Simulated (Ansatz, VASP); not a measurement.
## One calculation of TiPt3, two programs

INCAR

```
PREC = Accurate
ENCUT = 520
EDIFF = 1E-6
ISMEAR = -1
SIGMA = 0.05
LREAL = F
LASPH = T
NELM = 150
ALGO = Normal
ISIF = 2
LWAVE = F
LCHARG = F
MAGMOM = 0 0 0 0 0 0 0 0 0 0 0 0
LORBIT = 11
LSORBIT = T
GGA_COMPAT = F
LORBMOM = T
LMAXMIX = 4
GGA = PS
NBANDS = 56
```

KPOINTS

```
regular mesh
0
Gamma
  7 7 7
```

Contents of POSCAR:

```
TiPt3
1.0
    3.8970000000      0.0000000000      0.0000000000
    0.0000000000      3.8970000000      0.0000000000
    0.0000000000      0.0000000000      3.8970000000
Pt Ti
3 1
Direct
    0.5000000000      0.5000000000      0.0000000000
    0.5000000000      0.0000000000      0.5000000000
    0.0000000000      0.5000000000      0.5000000000
    0.0000000000      0.0000000000      0.0000000000
```

File input.yaml:

```yaml
crystal:
  lattice:
    - [3.897, 0.0, 0.0]
    - [0.0, 3.897, 0.0]
    - [0.0, 0.0, 3.897]
  atoms:
    - { symbol: Pt, position: [0.5, 0.5, 0.0] }
    - { symbol: Pt, position: [0.5, 0.0, 0.5] }
    - { symbol: Pt, position: [0.0, 0.5, 0.5] }
    - { symbol: Ti, position: [0.0, 0.0, 0.0] }
hamiltonian:
  xc: pbesol
  pseudopotentials: { kind: paw_fr }
magnetization:
  noncollinear: true
  spin_orbit: true
kpoints:
  mp_grid: { grid: [7, 7, 7] }
  band_path:
    path:
      - [[0.0, 0.0, 0.0], [0.0, 0.5, 0.0], [0.5, 0.5, 0.0], [0.0, 0.0, 0.0], [0.5, 0.5, 0.5], [0.0, 0.5, 0.0]]
      - [[0.5, 0.5, 0.0], [0.5, 0.5, 0.5]]
    npoints: 14
scf:
  occupations: { method: fermi_dirac, width: 0.05 }
  n_extra_bands: 10
output:
  forces: true
  stress: true
  eigenvalues: true
  fatbands: false
  write_density: true
  write_potential: true
  elf: true
  volumetric_format: npy
```

Alike in both runs: functional PBEsol; k mesh 7 × 7 × 7; occupations fermi-dirac, width 0.05 eV; non-collinear spin, spin-orbit coupling.

|  | VASP | Ansatz |
| --- | --- | --- |
| version | VASP 6.6.1 | Ansatz 0.2.0 |
| potentials or method | VASP PAW PBE potentials, release 64 (Pt, Ti_sv) | Ansatz PAW |
| plane-wave cutoff (eV) | 520 | 420 |
| valence electrons in the cell | 42 | 66 |
| task | single point | band structure |

```tsv
	VASP	Ansatz	Ansatz less VASP
pressure (GPa)	0.0	0.1	+0.02
net moment per atom (μB)	0.00	0.00	0.000
```

VASP's potentials were made for PBE, not for PBEsol. VASP's potentials hold 42 valence electrons a cell and Ansatz's 66, so a difference there can come from the potentials and not from the codes.
